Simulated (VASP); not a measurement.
Wanted: the native input for a VASP 6.6.1 run.

```yaml
Task: single point
Functional: PBEsol
Potentials_or_basis: VASP PAW PBE potentials, release 64 (Se)
Cutoff: 520 eV
k_mesh: 5 × 5 × 5
Occupations: fermi-dirac, width 0.1 eV
Spin: no spin polarisation
Dipole_correction: no
Further_INCAR_settings: ALGO = Normal; EDIFF = 1e-07; NBANDS = 13
```

The structure of Se lies in POSCAR:

```
Se
1.0
    0.0000000000      3.0689831786      3.0689831786
    3.0689831786      0.0000000000      3.0689831786
    3.0689831786      3.0689831786      0.0000000000
Se
2
Direct
    0.5000000000      0.5000000000      0.5000000000
    0.7500000000      0.7500000000      0.7500000000
```

The input as run:

INCAR

```
PREC = Accurate ; ENCUT = 520
EDIFF = 1E-7 ; ISMEAR = -1
SIGMA = 0.1 ; LREAL = False
LASPH = True ; NELM = 80
ALGO = Normal ; ISIF = 2
LWAVE = False ; LCHARG = True
GGA = PS ; LELF = True
LVHAR = True ; NBANDS = 13
```

KPOINTS

```
Automatic mesh
0
Gamma
  5 5 5
```

Potentials or basis: VASP PAW PBE potentials, release 64 (Se).

Run with:

```console
$ cat potpaw_PBE.64/Se/POTCAR > POTCAR
$ mpirun -np 1 vasp_std > vasp.out
```

It gave:

```yaml
Pressure: 2.0 GPa
Band_gap_on_the_k_mesh: zero (band 6 reaches 2.92 eV, above the bottom of band 7 at 1.83 eV)
```

Caveat: the PAW data sets were made with another functional, which shifts forces and pressure a little.

It took 3.6 s on 1 thread of Intel(R) Xeon(R) 6975P-C (Granite Rapids), on a shared host, peak memory 0.16 GiB.
